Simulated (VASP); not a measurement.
# Si2Ni in VASP: a series of runs, part 2 of 2

VASP 6.6.1. Earlier steps stand in the parts before.

## 3. Single point, PBE, collinear spin, ferromagnetic start

This run uses another cell than the first one, of 11.88 Å³/atom.

Input file INCAR:

```
SYSTEM = Si2Ni
PREC = Accurate ; ENCUT = 520
EDIFF = 1E-6 ; ISMEAR = -1
SIGMA = 0.15 ; LREAL = .FALSE.
LASPH = .TRUE. ; NELM = 150
ALGO = Normal ; ISIF = 2
LWAVE = .FALSE. ; LCHARG = .FALSE.
ISPIN = 2 ; MAGMOM = 0 0 2
LORBIT = 11 ; LMAXMIX = 4
GGA = PE ; NBANDS = 20
```

Input file KPOINTS:

```
regular mesh
0
G
  11 11 11
  0 0 0
```

Input file POSCAR:

```
Si2Ni
1.0
    0.0000000000      2.5678500000      2.7030000000
    2.5678500000      0.0000000000      2.7030000000
    2.5678500000      2.5678500000      0.0000000000
Si Ni
2 1
Direct
    0.2500000000      0.2500000000      0.2500000000
    0.7500000000      0.7500000000      0.7500000000
    0.0000000000      0.0000000000      0.0000000000
```

Potentials or basis: VASP PAW PBE potentials, release 64 (Si, Ni).

The run is started by

```sh
$ cat potpaw_PBE.64/Si/POTCAR potpaw_PBE.64/Ni/POTCAR > POTCAR
$ mpirun -np 1 vasp_std > vasp.out
```

OUTCAR:

```text
SYSTEM = Si2Ni
   PREC = Accurate
   ENCUT = 520
   EDIFF = 1E-6
   ISMEAR = -1
   LREAL = .FALSE.
   LASPH = .TRUE.
   NELM = 150
   ISIF = 2
   ISPIN = 2
   LORBIT = 11
   GGA = PE

 ion  position               nearest neighbor table
   1  0.250  0.250  0.250-   3 2.26   3 2.26   3 2.26   3 2.26   2 2.57   2 2.57   2 2.57   2 2.57
                             2 2.70   2 2.70
   2  0.750  0.750  0.750-   3 2.26   3 2.26   3 2.26   3 2.26   1 2.57   1 2.57   1 2.57   1 2.57
                             1 2.70   1 2.70
   3  0.000  0.000  0.000-   2 2.26   2 2.26   2 2.26   1 2.26   2 2.26   1 2.26   1 2.26   1 2.26

  LATTYP: Found a body centered tetragonal cell.
 ALAT       =     3.6314882961
[... 1330 lines left out ...]
  energy-cutoff  :      520.00
  volume of cell :       35.65
      direct lattice vectors                 reciprocal lattice vectors
     0.000000000  2.567850000  2.703000000    -0.194715423  0.194715423  0.184979652
     2.567850000  0.000000000  2.703000000     0.194715423 -0.194715423  0.184979652
     2.567850000  2.567850000  0.000000000     0.194715423  0.194715423 -0.184979652

 POSITION                                       TOTAL-FORCE (eV/Angst)
 -----------------------------------------------------------------------------------
      1.28392      1.28392      1.35150         0.000000      0.000000      0.000000
      3.85177      3.85177      4.05450        -0.000000     -0.000000     -0.000000
      0.00000      0.00000      0.00000        -0.000000      0.000000      0.000000
 -----------------------------------------------------------------------------------
    total drift:                               -0.000000     -0.000000      0.000000

  FREE ENERGIE OF THE ION-ELECTRON SYSTEM (eV)
  ---------------------------------------------------
  free  energy   TOTEN  =       -17.0746884956 eV

  energy  without entropy=      -17.0187516116  energy(sigma->0) =      -17.04672005

 total charge

# of ion       s       p       d       tot
------------------------------------------
    1        0.728   0.922   0.000   1.651
    2        0.728   0.922   0.000   1.651
    3        0.615   0.955   8.517  10.087
--------------------------------------------------
tot          2.071   2.800   8.517  13.388

 magnetization (x)

# of ion       s       p       d       tot
------------------------------------------
    1        0.000  -0.000   0.000  -0.000
    2        0.000  -0.000   0.000  -0.000
    3        0.000   0.000   0.000   0.000
--------------------------------------------------
tot          0.000  -0.000   0.000   0.000
```

OSZICAR:

```text
N       E                     dE             d eps       ncg     rms          rms(c)
DAV:   1     0.773857199504E+02    0.77386E+02   -0.74647E+03 10240   0.948E+02
DAV:   2    -0.134372232803E+02   -0.90823E+02   -0.80958E+02 10572   0.206E+02
DAV:   3    -0.186510109154E+02   -0.52138E+01   -0.50926E+01 12084   0.510E+01
DAV:   4    -0.187294288363E+02   -0.78418E-01   -0.78234E-01 11860   0.565E+00
DAV:   5    -0.187309796350E+02   -0.15508E-02   -0.15506E-02 12164   0.858E-01    0.201E+01
DAV:   6    -0.228842888025E+02   -0.41533E+01   -0.27507E+01 11372   0.117E+02    0.225E+01
DAV:   7    -0.171445232450E+02    0.57398E+01   -0.86597E+00 12632   0.745E+01    0.350E+00
DAV:   8    -0.171235759796E+02    0.20947E-01   -0.80541E-01 13424   0.114E+01    0.271E+00
DAV:   9    -0.170764954643E+02    0.47081E-01   -0.15581E-01 11980   0.737E+00    0.633E-01
DAV:  10    -0.170745858019E+02    0.19097E-02   -0.68240E-03 14740   0.137E+00    0.304E-01
DAV:  11    -0.170746079808E+02   -0.22179E-04   -0.90072E-04 15224   0.424E-01    0.181E-01
DAV:  12    -0.170746767470E+02   -0.68766E-04   -0.13963E-04 11940   0.152E-01    0.407E-02
DAV:  13    -0.170746869450E+02   -0.10198E-04   -0.14630E-05 12092   0.418E-02    0.109E-02
DAV:  14    -0.170746884507E+02   -0.15056E-05   -0.22245E-06 11404   0.159E-02    0.541E-03
DAV:  15    -0.170746884956E+02   -0.44970E-07   -0.50534E-07  9228   0.622E-03
   1 F= -.17074688E+02 E0= -.17046720E+02  d E =-.559369E-01  mag=     0.0000
```

stdout:

```text
POSCAR found type information on POSCAR SiNi
 POSCAR found :  2 types and       3 ions
 scaLAPACK will be used
 LDA part: xc-table for (Slater+PW92), standard interpolation
 POSCAR, INCAR and KPOINTS ok, starting setup
 FFT: planning ... GRIDC
 FFT: planning ... GRID_SOFT
 FFT: planning ... GRID
 WAVECAR not read
 entering main loop
```

Wall time 2 min (1 thread of AMD EPYC 9R45 (Zen 5), shared host); peak memory 0.24 GiB.

What came out:

* Free energy: -17.0747 eV
* Pressure: 23.9 GPa
* Band gap on the k mesh: zero (filled and empty bands overlap)
* Net moment: 0.00 μB per cell
* Valence electrons inside the program's atomic spheres: Si 1.65; Ni 10.09

Levels at points of the mesh, in eV from the Fermi level:
Spin up:
```
           k point  band 6  band 7  band 8  band 9  band 10  band 11  band 12  band 13
(0.00, 0.00, 0.00)   -4.08    0.52    1.56    1.56     1.63     2.22     2.22     2.26
```
Spin down:
```tsv
k point	band 7	band 8	band 9	band 10	band 11	band 12
(0.00, 0.00, 0.00)	0.52	1.56	1.56	1.63	2.22	2.22
```

Caveat: the cell stands under pressure.

## 4. Single point, PBE, collinear spin, ferromagnetic start

This run uses another cell than the first one, of 12.52 Å³/atom.

INCAR is that of step 3.

Input file KPOINTS:

```
Automatic mesh
0
G
  11 11 11
  0 0 0
```

Input file POSCAR:

```
Si2Ni
1.0
    0.0000000000      2.6354250000      2.7030000000
    2.6354250000      0.0000000000      2.7030000000
    2.6354250000      2.6354250000      0.0000000000
Si Ni
2 1
Direct
    0.2500000000      0.2500000000      0.2500000000
    0.7500000000      0.7500000000      0.7500000000
    0.0000000000      0.0000000000      0.0000000000
```

The run is started by

```sh
$ cat potpaw_PBE.64/Si/POTCAR potpaw_PBE.64/Ni/POTCAR > POTCAR
$ mpirun -np 1 vasp_std > vasp.out
```

It took 2 min on 1 thread of AMD EPYC 9R45 (Zen 5), shared host; peak memory 0.24 GiB.

The run converged. Its results:

| Property | Result |
| --- | --- |
| Free energy | -17.2964 eV |
| Pressure | 12.3 GPa |
| Band gap on the k mesh | zero (filled and empty bands overlap) |
| Net moment | 0.00 μB per cell |
| Valence electrons inside the program's atomic spheres | Si 1.61; Ni 9.94 |

Stress tensor (GPa, compression positive):
```
12.76  0.00  0.00
 0.00 12.76  0.00
 0.00  0.00 11.32
```

Levels at points of the mesh, in eV from the Fermi level:
Spin up:
```
           k point  band 5  band 6  band 7  band 8  band 9  band 10  band 11  band 12  band 13  band 14
(0.00, 0.00, 0.00)   -3.86   -3.78    0.10    1.64    1.64     1.97     1.98     2.27     2.27     4.25
```
Spin down:
| k point | band 5 | band 6 | band 7 | band 8 | band 9 | band 10 | band 11 | band 12 | band 13 | band 14 |
| --- | --- | --- | --- | --- | --- | --- | --- | --- | --- | --- |
| (0.00, 0.00, 0.00) | -3.86 | -3.78 | 0.10 | 1.64 | 1.64 | 1.97 | 1.98 | 2.27 | 2.27 | 4.25 |

Caveat: the cell stands under pressure.

## 5. Single point, PBE, collinear spin, ferromagnetic start

This run uses another cell than the first one, of 13.83 Å³/atom.

Input file INCAR:

```
SYSTEM = Si2Ni
PREC = Accurate ; ENCUT = 520
EDIFF = 1E-6 ; ISMEAR = -1
SIGMA = 0.15 ; LREAL = .FALSE.
LASPH = .TRUE. ; NELM = 150
ALGO = Normal ; ISIF = 2
LWAVE = .FALSE. ; LCHARG = .TRUE.
ISPIN = 2 ; MAGMOM = 0 0 2
LORBIT = 11 ; LMAXMIX = 4
GGA = PE ; LELF = .TRUE.
LVHAR = .TRUE. ; NBANDS = 20
```

Input file KPOINTS:

```
regular mesh
0
G
  11 11 11
  0 0 0
```

Input file POSCAR:

```
Si2Ni
1.0
    0.0000000000      2.7705750000      2.7030000000
    2.7705750000      0.0000000000      2.7030000000
    2.7705750000      2.7705750000      0.0000000000
Si Ni
2 1
Direct
    0.2500000000      0.2500000000      0.2500000000
    0.7500000000      0.7500000000      0.7500000000
    0.0000000000      0.0000000000      0.0000000000
```

Potentials or basis: VASP PAW PBE potentials, release 64 (Si, Ni).

The run is started by

```sh
$ cat potpaw_PBE.64/Si/POTCAR potpaw_PBE.64/Ni/POTCAR > POTCAR
$ mpirun -np 1 vasp_std > vasp.out
```

OUTCAR:

```text
SYSTEM = Si2Ni
   PREC = Accurate
   ENCUT = 520
   EDIFF = 1E-6
   ISMEAR = -1
   LREAL = .FALSE.
   LASPH = .TRUE.
   NELM = 150
   ISIF = 2
   ISPIN = 2
   LORBIT = 11
   GGA = PE

 ion  position               nearest neighbor table
   1  0.250  0.250  0.250-   3 2.38   3 2.38   3 2.38   3 2.38   2 2.70   2 2.70   2 2.77   2 2.77
                             2 2.77   2 2.77
   2  0.750  0.750  0.750-   3 2.38   3 2.38   3 2.38   3 2.38   1 2.70   1 2.70   1 2.77   1 2.77
                             1 2.77   1 2.77
   3  0.000  0.000  0.000-   2 2.38   1 2.38   2 2.38   1 2.38   2 2.38   2 2.38   1 2.38   1 2.38

  LATTYP: Found a body centered tetragonal cell.
 ALAT       =     3.9181847406
[... 1331 lines left out ...]
  energy-cutoff  :      520.00
  volume of cell :       41.50
      direct lattice vectors                 reciprocal lattice vectors
     0.000000000  2.770575000  2.703000000    -0.180467953  0.180467953  0.184979652
     2.770575000  0.000000000  2.703000000     0.180467953 -0.180467953  0.184979652
     2.770575000  2.770575000  0.000000000     0.180467953  0.180467953 -0.184979652

 POSITION                                       TOTAL-FORCE (eV/Angst)
 -----------------------------------------------------------------------------------
      1.38529      1.38529      1.35150         0.000000      0.000000      0.000000
      4.15586      4.15586      4.05450        -0.000000     -0.000000     -0.000000
      0.00000      0.00000      0.00000         0.000000      0.000000      0.000000
 -----------------------------------------------------------------------------------
    total drift:                                0.000000     -0.000000     -0.000000

  FREE ENERGIE OF THE ION-ELECTRON SYSTEM (eV)
  ---------------------------------------------------
  free  energy   TOTEN  =       -17.3860615858 eV

  energy  without entropy=      -17.3169084730  energy(sigma->0) =      -17.35148503

 total charge

# of ion       s       p       d       tot
------------------------------------------
    1        0.749   0.812   0.000   1.561
    2        0.749   0.812   0.000   1.561
    3        0.534   0.729   8.421   9.684
--------------------------------------------------
tot          2.032   2.353   8.421  12.806

 magnetization (x)

# of ion       s       p       d       tot
------------------------------------------
    1        0.000  -0.000   0.000  -0.000
    2        0.000  -0.000   0.000  -0.000
    3       -0.000   0.000   0.000   0.000
--------------------------------------------------
tot          0.000  -0.000   0.000   0.000
```

stdout:

```text
POSCAR found type information on POSCAR SiNi
 POSCAR found :  2 types and       3 ions
 scaLAPACK will be used
 LDA part: xc-table for (Slater+PW92), standard interpolation
 POSCAR, INCAR and KPOINTS ok, starting setup
 FFT: planning ... GRIDC
 FFT: planning ... GRID_SOFT
 FFT: planning ... GRID
 WAVECAR not read
 entering main loop
```

It took 2.1 min on 1 thread of AMD EPYC 9R45 (Zen 5), shared host; peak memory 0.26 GiB.

What came out:

```yaml
Free_energy: -17.3861 eV
Pressure: -3.7 GPa
Band_gap_on_the_k_mesh: zero (filled and empty bands overlap)
Net_moment: 0.00 μB per cell
Valence_electrons_inside_the_program's_atomic_spheres: Si 1.56; Ni 9.68
```

Levels at points of the mesh, in eV from the Fermi level:
Spin up:
```tsv
k point	band 5	band 6	band 7	band 8	band 9	band 10	band 11	band 12	band 13	band 14
(0.00, 0.00, 0.00)	-3.21	-3.14	-0.59	1.51	1.81	1.81	2.34	2.34	2.62	4.46
```
Spin down:
| k point | band 7 | band 8 | band 9 | band 10 | band 11 | band 12 |
| --- | --- | --- | --- | --- | --- | --- |
| (0.00, 0.00, 0.00) | -0.59 | 1.51 | 1.81 | 1.81 | 2.34 | 2.34 |

Caveat: the cell stands under tension.
